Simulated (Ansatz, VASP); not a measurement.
## One calculation of Hf3S5, two programs

```
CELL_PARAMETERS angstrom
7.16309 0.00000 0.00000
-3.58154 6.20341 0.00000
0.00000 0.00000 3.14902
ATOMIC_POSITIONS crystal
Hf 0.00000 0.65715 0.00000
Hf 0.34285 0.34285 0.00000
Hf 0.65715 0.00000 0.00000
S 0.66667 0.33333 0.50000
S 0.33333 0.66667 0.50000
S 0.00000 0.24386 0.50000
S 0.24386 0.00000 0.50000
S 0.75614 0.75614 0.50000
```

Change from the starting cell: species swapped into the Yb3Si5 type (P-62m, No. 189).

Alike in both runs: functional PBE; k mesh 3 × 3 × 4; occupations gaussian, width 0.2 eV; no spin polarisation.

Ansatz relaxed the structure, and its values are those at the end. VASP's run is a single point on that final structure, the one shown.

|  | VASP | Ansatz |
| --- | --- | --- |
| version | VASP 6.6.1 | Ansatz 0.2.0 |
| potentials or method | VASP PAW PBE potentials, release 64 (Hf_pv, S), cutoff 520 eV | scalar-relativistic, plane waves, PAW |
| valence electrons in the cell | 60 | 108 |

Ansatz gave:

* gap on the k mesh at the Fermi level (eV): none
* pressure (GPa): -0.4
* rms of the force components (eV/Å): 0.022

Estimate VASP's values.

gap on the k mesh at the Fermi level (eV): none; pressure (GPa): -1.3; rms of the force components (eV/Å): 0.029.

A gap of «none» marks a metal or a gap that the smearing closes. VASP's potentials hold 60 valence electrons a cell and Ansatz's 108, so a difference there can come from the potentials and not from the codes.

The k mesh is coarse, so the values compare programs but aren't converged. Spin-orbit coupling is off throughout.
